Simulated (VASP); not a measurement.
# Be2C (Fm-3m) in VASP: single point with PBE

Aim: the single point of Be2C with PBE.

Everything below comes from runs of VASP 6.6.1. Logs are shortened: lines on timing, memory, paths and dates and some standing lists are left out, and cuts for length are marked.

## 1. The cell of the first run

The structure is cubic, space group Fm-3m (No. 225). Conventional cell: a = 4.330 Å, b = 4.330 Å, c = 4.330 Å, α = 90.00°, β = 90.00°, γ = 90.00°. Within 2.5 Å of Be (site symmetry -43m) lie 4 C at 1.87 Å and 6 Be at 2.16 Å. Within 2.5 Å of C (site symmetry m-3m) lie 8 Be at 1.87 Å.

## 2. Single point, PBE

The input, POSCAR:

```
Be2C
1.0
    3.0617720000      0.0000000000      0.0000000000
    1.5308860000      2.6515723326      0.0000000000
    1.5308860000      0.8838574442      2.4999263696
Be C
2 1
Direct
    0.2500000000      0.2500000000      0.2500000000
    0.7500000000      0.7500000000      0.7500000000
    0.0000000000      0.0000000000      0.0000000000
```

The input, INCAR.step1:

```
PREC = Accurate ; ENCUT = 520
EDIFF = 1E-6 ; ISMEAR = 0
SIGMA = 0.01 ; LREAL = F
LASPH = T ; NELM = 120
ALGO = Normal ; ISIF = 2
LWAVE = F ; LCHARG = T
GGA = PE ; NBANDS = 11
GGA_COMPAT = F ; NEDOS = 2001
LORBIT = 11
```

The input, KPOINTS.step1:

```
Automatic mesh
0
Gamma
  7 7 7
```

The input, INCAR.step2:

```
PREC = Accurate ; ENCUT = 520
EDIFF = 1E-6 ; ISMEAR = -5
SIGMA = 0.01 ; LREAL = F
LASPH = T ; NELM = 120
ALGO = Normal ; ISIF = 2
LWAVE = F ; LCHARG = F
GGA = PE ; LORBIT = 10
NBANDS = 11 ; NEDOS = 2001
ICHARG = 11 ; GGA_COMPAT = F
```

The input, KPOINTS.step2:

```
Automatic mesh
0
Gamma
  11 11 11
```

Potentials or basis: VASP PAW PBE potentials, release 64 (Be, C).

Command:

```bash
$ cat potpaw_PBE.64/Be/POTCAR potpaw_PBE.64/C/POTCAR > POTCAR
$ cp INCAR.step1 INCAR
$ cp KPOINTS.step1 KPOINTS
$ mpirun -np 1 vasp_std > vasp.out
$ cp INCAR.step2 INCAR
$ cp KPOINTS.step2 KPOINTS
$ mpirun -np 1 vasp_std > vasp.out
```

OUTCAR:

```text
PREC = Accurate
   ENCUT = 520
   EDIFF = 1E-6
   ISMEAR = -5
   LREAL = F
   LASPH = T
   NELM = 120
   ISIF = 2
   GGA = PE
   LORBIT = 10
   ICHARG = 11

 ion  position               nearest neighbor table
   1  0.250  0.250  0.250-   3 1.87   3 1.87   3 1.87   3 1.87   2 2.16   2 2.16   2 2.16   2 2.16
                             2 2.16   2 2.16
   2  0.750  0.750  0.750-   3 1.87   3 1.87   3 1.87   3 1.87   1 2.16   1 2.16   1 2.16   1 2.16
                             1 2.16   1 2.16
   3  0.000  0.000  0.000-   1 1.87   2 1.87   2 1.87   1 1.87   1 1.87   2 1.87   2 1.87   1 1.87

  LATTYP: Found a face centered cubic cell.
 ALAT       =     4.3299994873

  Lattice vectors:

 A1 = (   3.0617720000,   0.0000000000,   0.0000000000)
 A2 = (   1.5308860000,   2.6515723326,   0.0000000000)
 A3 = (   1.5308860000,   0.8838574442,   2.4999263696)

Analysis of symmetry for initial positions (statically):
=====================================================================
 Subroutine PRICEL returns:
 Original cell was already a primitive cell.

 Routine SETGRP: Setting up the symmetry group for a
 face centered cubic supercell.

 Subroutine GETGRP returns: Found 48 space group operations
 (whereof 48 operations were pure point group operations)
 out of a pool of 48 trial point group operations.

The static configuration has the point symmetry O_h .

Analysis of symmetry for dynamics (positions and initial velocities):
=====================================================================
 Subroutine PRICEL returns:
 Original cell was already a primitive cell.

 Routine SETGRP: Setting up the symmetry group for a
 face centered cubic supercell.

 Subroutine GETGRP returns: Found 48 space group operations
 (whereof 48 operations were pure point group operations)
 out of a pool of 48 trial point group operations.

The dynamic configuration has the point symmetry O_h .

 Subroutine INISYM returns: Found 48 space group operations
 (whereof 48 operations are pure point group operations),
 and found     1 'primitive' translations

----------------------------------------------------------------------------------------

                                     Primitive cell

  volume of cell :      20.2957

  direct lattice vectors                    reciprocal lattice vectors
     3.061772000  0.000000000  0.000000000     0.326608252 -0.188567362 -0.133337260
     1.530886000  2.651572333  0.000000000     0.000000000  0.377134724 -0.133337260
     1.530886000  0.883857444  2.499926370     0.000000000  0.000000000  0.400011781

  length of vectors
     3.061772000  3.061772000  3.061772000     0.400011781  0.400011781  0.400011781

  position of ions in fractional coordinates (direct lattice)
     0.250000000  0.250000000  0.250000000
     0.750000000  0.750000000  0.750000000
     0.000000000  0.000000000  0.000000000

  ion indices of the primitive-cell ions
   primitive index   ion index
                 1           1
                 2           2
                 3           3

----------------------------------------------------------------------------------------

 KPOINTS: Automatic mesh

Automatic generation of k-mesh.
 Grid dimensions read from file:
 generate k-points for:   11   11   11

 Generating k-lattice:

  Cartesian coordinates                     Fractional coordinates (reciprocal lattice)
     0.029691659 -0.017142487 -0.012121569     0.090909091 -0.000000000 -0.000000000
     0.000000000  0.034284975 -0.012121569     0.000000000  0.090909091  0.000000000
     0.000000000  0.000000000  0.036364707     0.000000000  0.000000000  0.090909091

  Length of vectors
     0.036364707  0.036364707  0.036364707

  Shift w.r.t. Gamma in fractional coordinates (k-lattice)
     0.000000000  0.000000000  0.000000000

 TETIRR: Found    201 inequivalent tetrahedra from     7986

 Subroutine IBZKPT returns following result:
 ===========================================

 Found     56 irreducible k-points:

 Following reciprocal coordinates:
            Coordinates               Weight
  0.000000  0.000000  0.000000      1.000000
  0.090909 -0.000000  0.000000      8.000000
  0.181818 -0.000000 -0.000000      8.000000
  0.272727 -0.000000 -0.000000      8.000000
  0.363636 -0.000000 -0.000000      8.000000
  0.454545 -0.000000  0.000000      8.000000
[... 16 lines left out ...]
 -0.272727  0.181818  0.000000     24.000000
 -0.181818  0.181818 -0.000000     12.000000
 [... further k-points ...]
   k-points           NKPTS =     56   k-points in BZ     NKDIM =     56   number of bands    NBANDS=     11
   number of dos      NEDOS =   2001   number of ions     NIONS =      3
   total plane-waves  NPLWV =  13824
   dimension x,y,z NGX =    24 NGY =   24 NGZ =   24
   dimension x,y,z NGXF=    48 NGYF=   48 NGZF=   48
   ions per type =               2   1
   NGX,Y,Z   is equivalent  to a cutoff of  13.03, 13.03, 13.03 a.u.
   NGXF,Y,Z  is equivalent  to a cutoff of  26.06, 26.06, 26.06 a.u.
 SYSTEM =  unknown system
   PREC   = accura    normal or accurate (medium, high low for compatibility)
   ISTART =      0    job   : 0-new  1-cont  2-samecut
   ICHARG =     11    charge: 1-file 2-atom 10-const
   ISPIN  =      1    spin polarized calculation?
   LNONCOLLINEAR =      F non collinear calculations
   LSORBIT =      F    spin-orbit coupling
   LASPH  =      T    aspherical Exc in radial PAW
   ENCUT  =  520.0 eV  38.22 Ry    6.18 a.u.   5.69  5.69  5.69*2*pi/ulx,y,z
   NELM   =    120;   NELMIN=  2; NELMDL=  0     # of ELM steps
   EDIFF  = 0.1E-05   stopping-criterion for ELM
   LREAL  =      F    real-space projection
   EDIFFG = 0.1E-04   stopping-criterion for IOM
   NSW    =      0    number of steps for IOM
   IBRION =     -1    ionic relax: 0-MD 1-quasi-New 2-CG
   NFREE  =      0    steps in history (QN), initial steepest desc. (CG)
   ISIF   =      2    stress and relaxation
   ISYM   =      2    0-nonsym 1-usesym 2-fastsym
   POTIM  = 0.5000    time-step for ionic-motion
   TEBEG  =    0.0;   TEEND  =   0.0 temperature during run
   PSTRESS=    0.0 pullay stress
   NELECT =       8.0000    total number of electrons
   NUPDOWN=      -1.0000    fix difference up-down
   EMIN   =  10.00;   EMAX   =-10.00  energy-range for DOS
   EFERMI =   0.00;   METHOD = LEGACY
   ISMEAR =    -5;   SIGMA  =   0.01  broadening in eV -4-tet -1-fermi 0-gaus
   EFERMI_NEDOS =   21; number of points for ismear=-14 and -15
   IALGO  =     38    algorithm
   IMIX   =      4    mixing-type and parameters
     AMIX     =   0.40;   BMIX     =  1.00
     AMIX_MAG =   1.60;   BMIX_MAG =  1.00
  volume/ion in A,a.u.               =       6.77        45.65
  Fermi-wavevector in a.u.,A,eV,Ry     =   1.200338  2.268310 19.603436  1.440812
  Thomas-Fermi vector in A             =   2.336177
   LORBIT       =     10    0 simple, 1 ext, 2 COOP (PROOUT), +10 PAW based schemes
   GGA     = PE    functional components
   LHFCALC =     F    Hartree Fock is set to
   AEXX    =    0.0000 exact exchange contribution
   IVDW    =     0    specifies the selected vdW correction
   LEPSILON=     F    determine dielectric tensor
   LRPA    =     F    only Hartree local field effects (RPA)
 non-spin polarized calculation
 Fermi weights with tetrahedron method with Bloechl corrections
  energy-cutoff  :      520.00
  volume of cell :       20.30
 maximum number of plane-waves:       560

 number of electron       8.0000000 magnetization

 Free energy of the ion-electron system (eV)
  ---------------------------------------------------
  ext. energy  EPLUGINS =         0.00000000
  ---------------------------------------------------
  free energy    TOTEN  =       -17.45579568 eV

  energy without entropy =      -17.45579568  energy(sigma->0) =      -17.45579568

 E-fermi :   7.7357     XC(G=0): -11.4362

 val. band max:        7.7250990376   @ k =   0.0000   0.0000   0.0000
 cond. band min:       8.9773077791   @ k =   0.4545   0.4545  -0.0000
 fundamental gap:      1.2522087414
 Fermi energy:         7.7356884375

 k-point     1 :       0.0000    0.0000    0.0000
  band No.  band energies     occupation
      1      -7.3112      2.00000
      2       7.7251      2.00000
      3       7.7251      2.00000
      4       7.7251      2.00000
      5      11.8506      0.00000
      6      11.8506      0.00000
      7      11.8506      0.00000
      8      14.4693      0.00000
      9      20.8883      0.00000
     10      20.8883      0.00000
     11      20.8883      0.00000

 k-point     2 :       0.0909   -0.0000    0.0000
  band No.  band energies     occupation
      1      -7.1793      2.00000
      2       6.5931      2.00000
      3       7.4678      2.00000
      4       7.4678      2.00000
      5      12.2260      0.00000
      6      12.2260      0.00000
      7      12.5739      0.00000
      8      14.7851      0.00000
      9      19.9649      0.00000
     10      19.9649      0.00000
     11      21.2053      0.00000

 k-point     3 :       0.1818   -0.0000   -0.0000
  band No.  band energies     occupation
      1      -6.7876      2.00000
      2       4.5059      2.00000
      3       6.9431      2.00000
      4       6.9431      2.00000
      5      12.9264      0.00000
      6      12.9264      0.00000
      7      13.4438      0.00000
      8      15.6488      0.00000
      9      18.9936      0.00000
     10      18.9936      0.00000
     11      22.1030      0.00000
[... 267 lines left out ...]
 k-point    23 :      -0.2727    0.1818    0.0000
  band No.  band energies     occupation
      1      -5.2093      2.00000
      2       1.3244      2.00000
      3       3.7216      2.00000
      4       6.0213      2.00000
      5      13.1836      0.00000
      6      14.5254      0.00000
      7      15.7560      0.00000
      8      17.1917      0.00000
      9      17.3534      0.00000
     10      22.9296      0.00000
     11      24.4294      0.00000

 k-point    24 :      -0.1818    0.1818   -0.0000
  band No.  band energies     occupation
      1      -5.9471      2.00000
      2       2.8259      2.00000
      3       4.2392      2.00000
      4       6.7098      2.00000
      5      13.6371      0.00000
      6      13.8540      0.00000
      7      15.3892      0.00000
      8      15.7812      0.00000
      9      16.7193      0.00000
     10      22.6203      0.00000
     11      23.7545      0.00000

 [... further k-points ...]

------------------------ aborting loop because EDIFF is reached ----------------------------------------

  FORCE on cell =-STRESS in cart. coord.  units (eV):
  Direction    XX          YY          ZZ          XY          YZ          ZX
  --------------------------------------------------------------------------------------
  -------------------------------------------------------------------------------------
  Total        0.0163143      0.0163143      0.0163143     -0.0000000      0.0000000     -0.0000000
  in kB        1.2878831      1.2878831      1.2878831     -0.0000000      0.0000000     -0.0000000
  external PRESSURE =       1.2878831 kB  Pullay stress =       0.0000000 kB

 VOLUME and BASIS-vectors are now :
 -----------------------------------------------------------------------------
  energy-cutoff  :      520.00
  volume of cell :       20.30
      direct lattice vectors                 reciprocal lattice vectors
     3.061772000  0.000000000  0.000000000     0.326608252 -0.188567362 -0.133337260
     1.530886000  2.651572333  0.000000000     0.000000000  0.377134724 -0.133337260
     1.530886000  0.883857444  2.499926370     0.000000000  0.000000000  0.400011781

 POSITION                                       TOTAL-FORCE (eV/Angst)
 -----------------------------------------------------------------------------------
      1.53089      0.88386      0.62498         0.000000      0.000000     -0.000000
      4.59266      2.65157      1.87494        -0.000000     -0.000000      0.000000
      0.00000      0.00000      0.00000         0.000000      0.000000      0.000000
 -----------------------------------------------------------------------------------
    total drift:                               -0.000000     -0.000000     -0.000000

  FREE ENERGIE OF THE ION-ELECTRON SYSTEM (eV)
  ---------------------------------------------------
  free  energy   TOTEN  =       -17.4557956755 eV

  energy  without entropy=      -17.4557956755  energy(sigma->0) =      -17.45579568

 total charge

# of ion       s       p       d       tot
------------------------------------------
    1        0.427   0.839   0.000   1.265
    2        0.427   0.839   0.000   1.265
    3        0.805   1.695   0.000   2.501
--------------------------------------------------
tot          1.659   3.373   0.000   5.031
```

It took 6.8 s on 1 thread of Intel Xeon 6975P-C (Granite Rapids), shared host; peak memory 0.13 GiB.

Results:

```yaml
Valence_electrons_inside_the_program's_atomic_spheres: Be 1.26; C 2.50
```
